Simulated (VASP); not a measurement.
# Ga2C3 (P-3m1) in VASP: a series of runs

Ga2C3 is run at these levels: r2SCAN; tasks: single point, relaxation of cell and atoms.

Everything below comes from runs of VASP 6.6.1. Logs are shortened: lines on timing, memory, paths and dates and some standing lists are left out, and cuts for length are marked.

## 1. The cell of the first run

The structure is trigonal, space group P-3m1 (No. 164). Conventional cell: a = 3.430 Å, b = 3.430 Å, c = 5.485 Å, α = 90.00°, β = 90.00°, γ = 120.00°. Ga (site symmetry 3m) has 7 C at 1.98 to 2.53 Å within 2.6 Å. Within 3.5 Å of C (site symmetry -3m) lie 12 C at 2.48 to 3.43 Å and 6 Ga at 2.53 Å. Within 2.6 Å of C (site symmetry 3m) lie 4 Ga at 1.98 to 2.41 Å and 3 C at 2.48 Å.

## 2. Single point, r2SCAN

The input, POSCAR:

```
Ga2C3
1.0
    3.4300523312      0.0000000000      0.0000000000
   -1.7150261656      2.9705124552      0.0000000000
    0.0000000000      0.0000000000      5.4854501424
Ga C
2 3
Direct
    0.3333333333      0.6666666667      0.2881876961
    0.6666666667      0.3333333333      0.7118123039
    0.0000000000      0.0000000000      0.0000000000
    0.3333333333      0.6666666667      0.7273287234
    0.6666666667      0.3333333333      0.2726712766
```

The input, INCAR.step1:

```
ALGO = Normal ; EDIFF = 1E-4
ENCUT = 520 ; GGA = PE
ISMEAR = 0 ; LASPH = T
LCHARG = F ; LREAL = F
LWAVE = T ; NBANDS = 27
NELM = 60 ; PREC = Accurate
SIGMA = 0.1
```

The input, INCAR.step2:

```
ALGO = Normal ; EDIFF = 1E-7
ENCUT = 520 ; ISIF = 2
ISMEAR = 0 ; ISTART = 1
LASPH = T ; LCHARG = F
LMIXTAU = T ; LREAL = F
LWAVE = F ; METAGGA = R2SCAN
NBANDS = 27 ; NELM = 60
PREC = Accurate ; SIGMA = 0.1
```

The input, KPOINTS:

```
k-points
0
Gamma
  6 6 4
```

Potentials or basis: VASP PAW PBE potentials, release 64 (Ga_d, C).

On the command line:

```
$ cat potpaw_PBE.64/Ga_d/POTCAR potpaw_PBE.64/C/POTCAR > POTCAR
$ cp INCAR.step1 INCAR
$ mpirun -np 1 vasp_std > vasp.out
$ cp INCAR.step2 INCAR
$ mpirun -np 1 vasp_std > vasp.out
```

OUTCAR:

```text
EDIFF = 1E-7
   ENCUT = 520
   ISIF = 2
   ISMEAR = 0
   ISTART = 1
   LASPH = T
   LREAL = F
   METAGGA = R2SCAN
   NELM = 60
   PREC = Accurate

 ion  position               nearest neighbor table
   1  0.333  0.667  0.288-   5 1.98   5 1.98   5 1.98   4 2.41
   2  0.667  0.333  0.712-   4 1.98   4 1.98   4 1.98   5 2.41
   3  0.000  0.000  0.000-
   4  0.333  0.667  0.727-   2 1.98   2 1.98   2 1.98   1 2.41
   5  0.667  0.333  0.273-   1 1.98   1 1.98   1 1.98   2 2.41

  LATTYP: Found a hexagonal cell.
 ALAT       =     3.4300523312
 C/A-ratio  =     1.5992322019

  Lattice vectors:

 A1 = (   3.4300523312,   0.0000000000,   0.0000000000)
 A2 = (  -1.7150261656,   2.9705124552,   0.0000000000)
 A3 = (   0.0000000000,   0.0000000000,   5.4854501424)

Analysis of symmetry for initial positions (statically):
=====================================================================
 Subroutine PRICEL returns:
 Original cell was already a primitive cell.

 Routine SETGRP: Setting up the symmetry group for a
 hexagonal supercell.

 Subroutine GETGRP returns: Found 12 space group operations
 (whereof 12 operations were pure point group operations)
 out of a pool of 24 trial point group operations.

The static configuration has the point symmetry D_3d.

Analysis of symmetry for dynamics (positions and initial velocities):
=====================================================================
 Subroutine PRICEL returns:
 Original cell was already a primitive cell.

 Routine SETGRP: Setting up the symmetry group for a
 hexagonal supercell.

 Subroutine GETGRP returns: Found 12 space group operations
 (whereof 12 operations were pure point group operations)
 out of a pool of 24 trial point group operations.

The dynamic configuration has the point symmetry D_3d.

 Subroutine INISYM returns: Found 12 space group operations
 (whereof 12 operations are pure point group operations),
 and found     1 'primitive' translations

----------------------------------------------------------------------------------------

                                     Primitive cell

  volume of cell :      55.8913

  direct lattice vectors                    reciprocal lattice vectors
     3.430052331  0.000000000  0.000000000     0.291540741  0.168321126  0.000000000
    -1.715026166  2.970512455  0.000000000     0.000000000  0.336642251  0.000000000
     0.000000000  0.000000000  5.485450142     0.000000000  0.000000000  0.182300445

  length of vectors
     3.430052331  3.430052331  5.485450142     0.336642251  0.336642251  0.182300445

  position of ions in fractional coordinates (direct lattice)
     0.333333333  0.666666667  0.288187696
     0.666666667  0.333333333  0.711812304
     0.000000000  0.000000000  0.000000000
     0.333333333  0.666666667  0.727328723
     0.666666667  0.333333333  0.272671277

  ion indices of the primitive-cell ions
   primitive index   ion index
                 1           1
                 2           2
                 3           3
                 4           4
                 5           5

----------------------------------------------------------------------------------------

 KPOINTS: k-points

Automatic generation of k-mesh.
 Grid dimensions read from file:
 generate k-points for:    6    6    4

 Generating k-lattice:

  Cartesian coordinates                     Fractional coordinates (reciprocal lattice)
     0.048590124  0.028053521  0.000000000     0.166666667  0.000000000  0.000000000
     0.000000000  0.056107042  0.000000000     0.000000000  0.166666667  0.000000000
     0.000000000  0.000000000  0.045575111     0.000000000  0.000000000  0.250000000

  Length of vectors
     0.056107042  0.056107042  0.045575111

  Shift w.r.t. Gamma in fractional coordinates (k-lattice)
     0.000000000  0.000000000  0.000000000

 Subroutine IBZKPT returns following result:
 ===========================================

 Found     24 irreducible k-points:

 Following reciprocal coordinates:
            Coordinates               Weight
  0.000000  0.000000  0.000000      1.000000
  0.166667 -0.000000  0.000000      6.000000
  0.333333 -0.000000  0.000000      6.000000
  0.500000 -0.000000  0.000000      3.000000
  0.166667  0.166667  0.000000      6.000000
  0.333333  0.166667  0.000000     12.000000
[... 16 lines left out ...]
  0.333333  0.166667  0.500000     12.000000
  0.333333  0.333333  0.500000      2.000000
   k-points           NKPTS =     24   k-points in BZ     NKDIM =     24   number of bands    NBANDS=     27
   number of dos      NEDOS =    301   number of ions     NIONS =      5
   total plane-waves  NPLWV =  32928
   dimension x,y,z NGX =    28 NGY =   28 NGZ =   42
   dimension x,y,z NGXF=    56 NGYF=   56 NGZF=   84
   ions per type =               2   3
   NGX,Y,Z   is equivalent  to a cutoff of  13.57, 13.57, 12.73 a.u.
   NGXF,Y,Z  is equivalent  to a cutoff of  27.14, 27.14, 25.46 a.u.
 SYSTEM =  unknown system
   PREC   = accura    normal or accurate (medium, high low for compatibility)
   ISTART =      1    job   : 0-new  1-cont  2-samecut
   ICHARG =      0    charge: 1-file 2-atom 10-const
   ISPIN  =      1    spin polarized calculation?
   LNONCOLLINEAR =      F non collinear calculations
   LSORBIT =      F    spin-orbit coupling
   LASPH  =      T    aspherical Exc in radial PAW
   ENCUT  =  520.0 eV  38.22 Ry    6.18 a.u.   6.38  6.38 10.20*2*pi/ulx,y,z
   NELM   =     60;   NELMIN=  2; NELMDL=  0     # of ELM steps
   EDIFF  = 0.1E-06   stopping-criterion for ELM
   LREAL  =      F    real-space projection
   EDIFFG = 0.1E-05   stopping-criterion for IOM
   NSW    =      0    number of steps for IOM
   IBRION =     -1    ionic relax: 0-MD 1-quasi-New 2-CG
   NFREE  =      0    steps in history (QN), initial steepest desc. (CG)
   ISIF   =      2    stress and relaxation
   ISYM   =      2    0-nonsym 1-usesym 2-fastsym
   POTIM  = 0.5000    time-step for ionic-motion
   TEBEG  =    0.0;   TEEND  =   0.0 temperature during run
   PSTRESS=    0.0 pullay stress
   NELECT =      38.0000    total number of electrons
   NUPDOWN=      -1.0000    fix difference up-down
   EMIN   =  10.00;   EMAX   =-10.00  energy-range for DOS
   EFERMI =   0.00;   METHOD = LEGACY
   ISMEAR =     0;   SIGMA  =   0.10  broadening in eV -4-tet -1-fermi 0-gaus
   EFERMI_NEDOS =   21; number of points for ismear=-14 and -15
   IALGO  =     38    algorithm
   IMIX   =      4    mixing-type and parameters
     AMIX     =   0.40;   BMIX     =  1.00
     AMIX_MAG =   1.60;   BMIX_MAG =  1.00
  volume/ion in A,a.u.               =      11.18        75.43
  Fermi-wavevector in a.u.,A,eV,Ry     =   1.439532  2.720320 28.194693  2.072251
  Thomas-Fermi vector in A             =   2.558377
   LORBIT       =      0    0 simple, 1 ext, 2 COOP (PROOUT), +10 PAW based schemes
   METAGGA = R2SCAN    functional components
   LHFCALC =     F    Hartree Fock is set to
   AEXX    =    0.0000 exact exchange contribution
   IVDW    =     0    specifies the selected vdW correction
   LEPSILON=     F    determine dielectric tensor
   LRPA    =     F    only Hartree local field effects (RPA)
 non-spin polarized calculation
 Gauss-broadening in eV      SIGMA  =   0.10
  energy-cutoff  :      520.00
  volume of cell :       55.89
 maximum number of plane-waves:      1530
 NGX is ok and might be reduce to    28
   NGX = 13   NGY = 13   NGZ = 21

 number of electron      37.9999994 magnetization

 Free energy of the ion-electron system (eV)
  ---------------------------------------------------
  ext. energy  EPLUGINS =         0.00000000
  ---------------------------------------------------
  free energy    TOTEN  =       -43.13508677 eV

  energy without entropy =      -43.13113250  energy(sigma->0) =      -43.13310963

 E-fermi :   6.0267     XC(G=0): -12.7122

 val. band max:        5.9853026371   @ k =   0.0000   0.3333   0.2500
 cond. band min:       6.0428306251   @ k =   0.5000  -0.0000   0.5000
 fundamental gap:      0.0575279880
 Fermi energy:         6.0266809435

 k-point     1 :       0.0000    0.0000    0.0000
  band No.  band energies     occupation
      1      -9.8540      2.00000
      2      -9.5800      2.00000
      3      -9.0679      2.00000
      4      -9.0679      2.00000
      5      -9.0582      2.00000
      6      -9.0582      2.00000
[... 19 lines left out ...]
     26      14.5589      0.00000
     27      14.9305      0.00000

 k-point     2 :       0.1667   -0.0000    0.0000
  band No.  band energies     occupation
      1      -9.5794      2.00000
      2      -9.5195      2.00000
      3      -9.0794      2.00000
      4      -9.0426      2.00000
      5      -9.0240      2.00000
      6      -9.0161      2.00000
[... 19 lines left out ...]
     26      14.4495      0.00000
     27      15.4163      0.00000

 k-point     3 :       0.3333   -0.0000    0.0000
  band No.  band energies     occupation
      1      -9.4436      2.00000
      2      -9.3377      2.00000
      3      -9.0651      2.00000
      4      -9.0270      2.00000
      5      -8.9814      2.00000
      6      -8.9746      2.00000
[... 19 lines left out ...]
     26      14.5921      0.00000
     27      16.6105      0.00000

 k-point     4 :       0.5000   -0.0000    0.0000
  band No.  band energies     occupation
      1      -9.4261      2.00000
      2      -9.3318      2.00000
      3      -9.0911      2.00000
      4      -9.0158      2.00000
      5      -8.9874      2.00000
      6      -8.9471      2.00000
[... 19 lines left out ...]
     26      15.5715      0.00000
     27      15.7282      0.00000
[... 516 lines left out ...]
      4      -9.0626      2.00000
      5      -9.0130      2.00000
      6      -8.9833      2.00000
[... 19 lines left out ...]
     26      14.1026      0.00000
     27      14.9903      0.00000

 k-point    23 :       0.3333    0.1667    0.5000
  band No.  band energies     occupation
      1      -9.3667      2.00000
      2      -9.2720      2.00000
      3      -9.0634      2.00000
      4      -9.0457      2.00000
      5      -9.0077      2.00000
      6      -8.9749      2.00000
[... 19 lines left out ...]
     26      14.6245      0.00000
     27      15.1779      0.00000

 k-point    24 :       0.3333    0.3333    0.5000
  band No.  band energies     occupation
      1      -9.2874      2.00000
      2      -9.2873      2.00000
      3      -9.0472      2.00000
      4      -9.0472      2.00000
      5      -8.9959      2.00000
      6      -8.9796      2.00000
[... 19 lines left out ...]
     26      14.5034      0.00000
     27      14.5034      0.00000

------------------------ aborting loop because EDIFF is reached ----------------------------------------

  FORCE on cell =-STRESS in cart. coord.  units (eV):
  Direction    XX          YY          ZZ          XY          YZ          ZX
  --------------------------------------------------------------------------------------
  -------------------------------------------------------------------------------------
  Total        0.3565283      0.3565283      0.0141246     -0.0000000     -0.0000000     -0.0000000
  in kB       10.2202182     10.2202182      0.4048937     -0.0000000     -0.0000000     -0.0000000
  external PRESSURE =       6.9484433 kB  Pullay stress =       0.0000000 kB

 VOLUME and BASIS-vectors are now :
 -----------------------------------------------------------------------------
  energy-cutoff  :      520.00
  volume of cell :       55.89
      direct lattice vectors                 reciprocal lattice vectors
     3.430052331  0.000000000  0.000000000     0.291540741  0.168321126  0.000000000
    -1.715026166  2.970512455  0.000000000     0.000000000  0.336642251  0.000000000
     0.000000000  0.000000000  5.485450142     0.000000000  0.000000000  0.182300445

 POSITION                                       TOTAL-FORCE (eV/Angst)
 -----------------------------------------------------------------------------------
     -0.00000      1.98034      1.58084         0.000000     -0.000000      0.020540
      1.71503      0.99017      3.90461        -0.000000      0.000000     -0.020540
      0.00000      0.00000      0.00000         0.000000      0.000000     -0.000000
     -0.00000      1.98034      3.98973         0.000000      0.000000     -0.010667
      1.71503      0.99017      1.49572         0.000000      0.000000      0.010667
 -----------------------------------------------------------------------------------
    total drift:                                0.000000     -0.000000      0.000000

  FREE ENERGIE OF THE ION-ELECTRON SYSTEM (eV)
  ---------------------------------------------------
  free  energy   TOTEN  =       -43.1350867731 eV

  energy  without entropy=      -43.1311324963  energy(sigma->0) =      -43.13310963
```

Run time: 5.7 min. Hardware: 1 thread of AMD EPYC 7R43 (Zen 3), shared host; peak memory 0.16 GiB.

Results:

* Free energy: -43.1351 eV
* Pressure: 0.7 GPa
* Largest force: 0.021 eV/Å
* Band gap on the k mesh: zero (bands 19 and 20 overlap by 0.01 eV)

Forces in eV/Å, atoms in the order of the input:
```
Ga   0.000  0.000  0.021
Ga   0.000  0.000 -0.021
C    0.000  0.000  0.000
C    0.000  0.000 -0.011
C    0.000  0.000  0.011
```

Stress tensor (GPa, compression positive):
```
1.02 0.00 0.00
0.00 1.02 0.00
0.00 0.00 0.04
```

Caveat: the PAW data sets were made with another functional, which shifts forces and pressure a little.

(Continued in part 2 of 2.)

The gap in the log of VASP goes by the Fermi energy; the results here count the filled bands.